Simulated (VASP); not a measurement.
# CrGe4Mo (P4/mmm) in VASP: relaxation of shape and atoms at fixed volume with PBE

Aim: the relaxation of shape and atoms at fixed volume of CrGe4Mo with PBE.

All numbers are computed with VASP 6.6.1; they aren't measurements. Logs are shortened: lines on timing, memory, paths and dates and some standing lists are left out, and cuts for length are marked.

### 1 The cell of the first run

Symmetry: P4/mmm, No. 123, tetragonal system. The conventional cell has a = 3.152 Å, b = 3.152 Å, c = 7.836 Å, α = 90.00°, β = 90.00°, γ = 90.00°. Cr (site symmetry 4/mmm) has 10 Ge at 2.54 to 2.60 Å and 4 Cr at 3.15 Å within 3.4 Å. Within 3.4 Å of Ge (site symmetry 4mm) lie 4 Mo at 2.59 Å and 1 Cr at 2.60 Å and 9 Ge at 2.62 to 3.15 Å. Within 3.2 Å of Ge (site symmetry 4mm) lie 9 Ge at 2.46 to 3.15 Å and 4 Cr at 2.54 Å and 1 Mo at 2.69 Å. Within 3.4 Å of Mo (site symmetry 4/mmm) lie 10 Ge at 2.59 to 2.69 Å and 4 Mo at 3.15 Å.

### 2 Relaxation of shape and atoms at fixed volume, PBE (12.97 Å³/atom)

INCAR reads:

```
PREC = Accurate
ENCUT = 600
EDIFF = 1E-6
ISMEAR = 0
SIGMA = 0.1
LREAL = F
LASPH = T
NELM = 100
ALGO = Fast
ISIF = 4
LWAVE = F
LCHARG = F
GGA = PE
IBRION = 2
NSW = 50
EDIFFG = -0.01
```

KPOINTS reads:

```
Automatic mesh
0
Gamma
  12 12 6
```

POSCAR reads:

```
CrGe4Mo
1.0
    3.1516673837      0.0000000000      0.0000000000
    0.0000000000      3.1516673837      0.0000000000
    0.0000000000      0.0000000000      7.8357584858
Cr Ge Mo
1 4 1
Direct
    0.0000000000      0.0000000000      0.0000000000
    0.0000000000      0.0000000000      0.6686031286
    0.5000000000      0.5000000000      0.1567098898
    0.0000000000      0.0000000000      0.3313968714
    0.5000000000      0.5000000000      0.8432901102
    0.5000000000      0.5000000000      0.5000000000
```

Potentials or basis: VASP PAW PBE potentials, release 64 (Cr_pv, Ge_d, Mo_sv).

On the command line:

```bash
> cat potpaw_PBE.64/Cr_pv/POTCAR potpaw_PBE.64/Ge_d/POTCAR potpaw_PBE.64/Mo_sv/POTCAR > POTCAR
> mpirun -np 1 vasp_std > vasp.out
```

OUTCAR:

```text
PREC = Accurate
   ENCUT = 600
   EDIFF = 1E-6
   ISMEAR = 0
   LREAL = F
   LASPH = T
   NELM = 100
   ISIF = 4
   GGA = PE
   IBRION = 2
   NSW = 50
   EDIFFG = -0.01

 ion  position               nearest neighbor table
   1  0.000  0.000  0.000-   3 2.54   5 2.54   3 2.54   5 2.54   3 2.54   5 2.54   3 2.54   5 2.54
                             4 2.60   2 2.60
   2  0.000  0.000  0.669-   6 2.59   6 2.59   6 2.59   6 2.59   1 2.60   5 2.62   5 2.62   5 2.62
                             5 2.62   4 2.64
   3  0.500  0.500  0.157-   5 2.46   1 2.54   1 2.54   1 2.54   1 2.54   4 2.62   4 2.62   4 2.62
                             4 2.62   6 2.69
   4  0.000  0.000  0.331-   6 2.59   6 2.59   6 2.59   6 2.59   1 2.60   3 2.62   3 2.62   3 2.62
                             3 2.62   2 2.64
   5  0.500  0.500  0.843-   3 2.46   1 2.54   1 2.54   1 2.54   1 2.54   2 2.62   2 2.62   2 2.62
                             2 2.62   6 2.69
   6  0.500  0.500  0.500-   2 2.59   4 2.59   2 2.59   4 2.59   2 2.59   4 2.59   2 2.59   4 2.59
                             3 2.69   5 2.69

  LATTYP: Found a simple tetragonal cell.
 ALAT       =     3.1516673837
 C/A-ratio  =     2.4862263468

  Lattice vectors:

 A1 = (   3.1516673837,   0.0000000000,   0.0000000000)
 A2 = (   0.0000000000,   3.1516673837,   0.0000000000)
 A3 = (   0.0000000000,   0.0000000000,   7.8357584858)

Analysis of symmetry for initial positions (statically):
=====================================================================
 Subroutine PRICEL returns:
 Original cell was already a primitive cell.

 Routine SETGRP: Setting up the symmetry group for a
 simple tetragonal supercell.

 Subroutine GETGRP returns: Found 16 space group operations
 (whereof 16 operations were pure point group operations)
 out of a pool of 16 trial point group operations.

The static configuration has the point symmetry D_4h.

Analysis of symmetry for dynamics (positions and initial velocities):
=====================================================================
 Subroutine PRICEL returns:
 Original cell was already a primitive cell.

 Routine SETGRP: Setting up the symmetry group for a
 simple tetragonal supercell.

 Subroutine GETGRP returns: Found 16 space group operations
 (whereof 16 operations were pure point group operations)
 out of a pool of 16 trial point group operations.

The dynamic configuration has the point symmetry D_4h.

 Subroutine INISYM returns: Found 16 space group operations
 (whereof 16 operations are pure point group operations),
 and found     1 'primitive' translations

----------------------------------------------------------------------------------------

                                     Primitive cell

  volume of cell :      77.8326

  direct lattice vectors                    reciprocal lattice vectors
     3.151667384  0.000000000  0.000000000     0.317292366  0.000000000  0.000000000
     0.000000000  3.151667384  0.000000000     0.000000000  0.317292366  0.000000000
     0.000000000  0.000000000  7.835758486     0.000000000  0.000000000  0.127620064

  length of vectors
     3.151667384  3.151667384  7.835758486     0.317292366  0.317292366  0.127620064

  position of ions in fractional coordinates (direct lattice)
     0.000000000  0.000000000  0.000000000
     0.000000000  0.000000000  0.668603129
     0.500000000  0.500000000  0.156709890
     0.000000000  0.000000000  0.331396871
     0.500000000  0.500000000  0.843290110
     0.500000000  0.500000000  0.500000000

  ion indices of the primitive-cell ions
   primitive index   ion index
                 1           1
                 2           2
                 3           3
                 4           4
                 5           5
                 6           6

----------------------------------------------------------------------------------------

 KPOINTS: Automatic mesh

Automatic generation of k-mesh.
 Grid dimensions read from file:
 generate k-points for:   12   12    6

 Generating k-lattice:

  Cartesian coordinates                     Fractional coordinates (reciprocal lattice)
     0.026441030  0.000000000  0.000000000     0.083333333  0.000000000  0.000000000
     0.000000000  0.026441030  0.000000000     0.000000000  0.083333333  0.000000000
     0.000000000  0.000000000  0.021270011     0.000000000  0.000000000  0.166666667

  Length of vectors
     0.026441030  0.026441030  0.021270011

  Shift w.r.t. Gamma in fractional coordinates (k-lattice)
     0.000000000  0.000000000  0.000000000

 Subroutine IBZKPT returns following result:
 ===========================================

 Found    112 irreducible k-points:

 Following reciprocal coordinates:
            Coordinates               Weight
  0.000000  0.000000  0.000000      1.000000
  0.083333  0.000000  0.000000      4.000000
  0.166667  0.000000  0.000000      4.000000
  0.250000  0.000000  0.000000      4.000000
  0.333333  0.000000  0.000000      4.000000
  0.416667  0.000000  0.000000      4.000000
[... 16 lines left out ...]
  0.333333  0.333333  0.000000      4.000000
  0.416667  0.333333  0.000000      8.000000
 [... further k-points ...]
   k-points           NKPTS =    112   k-points in BZ     NKDIM =    112   number of bands    NBANDS=     49
   number of dos      NEDOS =    301   number of ions     NIONS =      6
   total plane-waves  NPLWV =  50176
   dimension x,y,z NGX =    28 NGY =   28 NGZ =   64
   dimension x,y,z NGXF=    56 NGYF=   56 NGZF=  128
   ions per type =               1   4   1
   NGX,Y,Z   is equivalent  to a cutoff of  14.77, 14.77, 13.58 a.u.
   NGXF,Y,Z  is equivalent  to a cutoff of  29.54, 29.54, 27.16 a.u.
 SYSTEM =  unknown system
   PREC   = accura    normal or accurate (medium, high low for compatibility)
   ISTART =      0    job   : 0-new  1-cont  2-samecut
   ICHARG =      2    charge: 1-file 2-atom 10-const
   ISPIN  =      1    spin polarized calculation?
   LNONCOLLINEAR =      F non collinear calculations
   LSORBIT =      F    spin-orbit coupling
   LASPH  =      T    aspherical Exc in radial PAW
   ENCUT  =  600.0 eV  44.10 Ry    6.64 a.u.   6.29  6.29 15.65*2*pi/ulx,y,z
   NELM   =    100;   NELMIN=  2; NELMDL= -5     # of ELM steps
   EDIFF  = 0.1E-05   stopping-criterion for ELM
   LREAL  =      F    real-space projection
   EDIFFG = -.1E-01   stopping-criterion for IOM
   NSW    =     50    number of steps for IOM
   IBRION =      2    ionic relax: 0-MD 1-quasi-New 2-CG
   NFREE  =      1    steps in history (QN), initial steepest desc. (CG)
   ISIF   =      4    stress and relaxation
   ISYM   =      2    0-nonsym 1-usesym 2-fastsym
   POTIM  = 0.5000    time-step for ionic-motion
   TEBEG  =    0.0;   TEEND  =   0.0 temperature during run
   PSTRESS=    0.0 pullay stress
   NELECT =      82.0000    total number of electrons
   NUPDOWN=      -1.0000    fix difference up-down
   EMIN   =  10.00;   EMAX   =-10.00  energy-range for DOS
   EFERMI =   0.00;   METHOD = LEGACY
   ISMEAR =     0;   SIGMA  =   0.10  broadening in eV -4-tet -1-fermi 0-gaus
   EFERMI_NEDOS =   21; number of points for ismear=-14 and -15
   IALGO  =     68    algorithm
   IMIX   =      4    mixing-type and parameters
     AMIX     =   0.40;   BMIX     =  1.00
     AMIX_MAG =   1.60;   BMIX_MAG =  1.00
  volume/ion in A,a.u.               =      12.97        87.54
  Fermi-wavevector in a.u.,A,eV,Ry     =   1.665810  3.147925 37.755128  2.774924
  Thomas-Fermi vector in A             =   2.752115
   LORBIT       =      0    0 simple, 1 ext, 2 COOP (PROOUT), +10 PAW based schemes
   GGA     = PE    functional components
   LHFCALC =     F    Hartree Fock is set to
   AEXX    =    0.0000 exact exchange contribution
   IVDW    =     0    specifies the selected vdW correction
   LEPSILON=     F    determine dielectric tensor
   LRPA    =     F    only Hartree local field effects (RPA)
 conjugate gradient relaxation of ions
 non-spin polarized calculation
 RMM-DIIS sequential band-by-band and
 Gauss-broadening in eV      SIGMA  =   0.10
  energy-cutoff  :      600.00
  volume of cell :       77.83
 maximum number of plane-waves:      2618
 NGX is ok and might be reduce to    28
   NGX = 13   NGY = 13   NGZ = 31

--------------------------------------- Ionic step        1  -------------------------------------------

 number of electron      81.9999983 magnetization

 Free energy of the ion-electron system (eV)
  ---------------------------------------------------
  ext. energy  EPLUGINS =         0.00000000
  ---------------------------------------------------
  free energy    TOTEN  =       -37.91208207 eV

  energy without entropy =      -37.90869748  energy(sigma->0) =      -37.91038977

------------------------ aborting loop because EDIFF is reached ----------------------------------------

  FORCE on cell =-STRESS in cart. coord.  units (eV):
  Direction    XX          YY          ZZ          XY          YZ          ZX
  --------------------------------------------------------------------------------------
  -------------------------------------------------------------------------------------
  Total       12.8104130     12.8104130     13.1082923      0.0000000      0.0000000     -0.0000000
  in kB      263.7010847    263.7010847    269.8329010      0.0000000      0.0000000     -0.0000000
  external PRESSURE =     265.7450235 kB  Pullay stress =       0.0000000 kB
[... 105 lines left out ...]
  energy  without entropy=      -37.9095970985  energy(sigma->0) =      -37.91132976

--------------------------------------- Ionic step        4  -------------------------------------------

 number of electron      81.9999986 magnetization

 Free energy of the ion-electron system (eV)
  ---------------------------------------------------
  ext. energy  EPLUGINS =         0.00000000
  ---------------------------------------------------
  free energy    TOTEN  =       -37.91314658 eV

  energy without entropy =      -37.90964811  energy(sigma->0) =      -37.91139735

 E-fermi :  11.7134     XC(G=0): -13.4566

 val. band max:       11.7082755613   @ k =   0.4167   0.4167   0.5000
 cond. band min:      11.7349081556   @ k =   0.0000   0.0000   0.0000
 fundamental gap:      0.0266325943
 Fermi energy:        11.7133951149

 k-point     1 :       0.0000    0.0000    0.0000
  band No.  band energies     occupation
      1     -48.9810      2.00000
      2     -31.2124      2.00000
      3     -31.2124      2.00000
      4     -31.1147      2.00000
      5     -23.2309      2.00000
      6     -23.0557      2.00000
[... 1237 lines left out ...]
     48      15.5137      0.00000
     49      15.6974      0.00000

 [... further k-points ...]

------------------------ aborting loop because EDIFF is reached ----------------------------------------

  FORCE on cell =-STRESS in cart. coord.  units (eV):
  Direction    XX          YY          ZZ          XY          YZ          ZX
  --------------------------------------------------------------------------------------
  -------------------------------------------------------------------------------------
  Total       12.8529022     12.8529022     12.8700116      0.0000000     -0.0000000      0.0000000
  in kB      264.5757215    264.5757215    264.9279175      0.0000000     -0.0000000      0.0000000
  external PRESSURE =     264.6931201 kB  Pullay stress =       0.0000000 kB
[... 21 lines left out ...]
  FREE ENERGIE OF THE ION-ELECTRON SYSTEM (eV)
  ---------------------------------------------------
  free  energy   TOTEN  =       -37.9131465820 eV

  energy  without entropy=      -37.9096481142  energy(sigma->0) =      -37.91139735

 reached required accuracy - stopping structural energy minimisation
```

It took 38 min on 1 thread of Oxide Virtual Turin-like, shared host; peak memory 0.52 GiB.

What came out:

* Free energy: -37.9131 eV
* Energy gained by relaxing: 0.2 meV/atom
* Ionic steps: 4
* Pressure after relaxing: 26.5 GPa
* Largest force after relaxing: 0.008 eV/Å
* Band gap on the k mesh: zero (bands 41 and 42 overlap by 0.94 eV)

Forces on the atoms (eV/Å):
```
Cr   0.000  0.000  0.000
Ge   0.000  0.000 -0.006
Ge   0.000  0.000  0.008
Ge   0.000  0.000  0.006
Ge   0.000  0.000 -0.008
Mo   0.000  0.000  0.000
```

The path:
```
step  energy change (eV)  largest force (eV/Å)  pressure (GPa)  volume (Å³)
   1              0.0000                0.1446           26.57        77.83
   2             -0.0009                0.0470           26.45        77.83
   3             -0.0010                0.0268           26.49        77.83
   4             -0.0011                0.0084           26.47        77.83
```

Final structure:
```
Cr Ge Mo
1.0
     3.15066    0.00000    0.00000
     0.00000    3.15066    0.00000
     0.00000    0.00000    7.84078
Cr Ge Mo
1 4 1
Direct
  0.00000 0.00000 0.00000
  0.00000 0.00000 0.66948
  0.50000 0.50000 0.15672
  0.00000 0.00000 0.33052
  0.50000 0.50000 0.84328
  0.50000 0.50000 0.50000
```

Caveat: the run has no spin polarisation, though such a crystal can be magnetic. Spin polarisation is off, so any magnetic state and its effect on volume and gap are missing.

The gap in the log of VASP goes by the Fermi energy; the results here count the filled bands.